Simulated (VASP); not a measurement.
Here is a VASP 6.6.1 calculation.

INCAR

```
SYSTEM = Rh
PREC = Accurate
ENCUT = 500
EDIFF = 1E-6
ISMEAR = 0
SIGMA = 0.15
LREAL = .FALSE.
LASPH = .TRUE.
NELM = 200
ALGO = Normal
ISIF = 2
LWAVE = .FALSE.
LCHARG = .FALSE.
ISPIN = 2
MAGMOM = 0.375 0.375
LORBIT = 11
NUPDOWN = 0.75
LMAXMIX = 4
GGA = PE
NBANDS = 26
GGA_COMPAT = .FALSE.
```

File KPOINTS:

```
regular mesh
0
G
  21 21 12
  0 0 0
```

File POSCAR:

```
Rh
1.0
    2.8297519717      0.0000000000      0.0000000000
   -1.4148759859      2.4506370939      0.0000000000
    0.0000000000      0.0000000000      4.5539132325
Rh
2
Direct
    0.6666666667      0.3333333333      0.7500000000
    0.3333333333      0.6666666667      0.2500000000
```

Potentials or basis: VASP PAW PBE potentials, release 64 (Rh_pv).

Launch:

```sh
$ cat potpaw_PBE.64/Rh_pv/POTCAR > POTCAR
$ mpirun -np 1 vasp_std > vasp.out
```

(1) Estimate the pressure.

Results:

(1) -20.6 GPa.

Caveat: the total moment is fixed, so each spin has its own Fermi level.
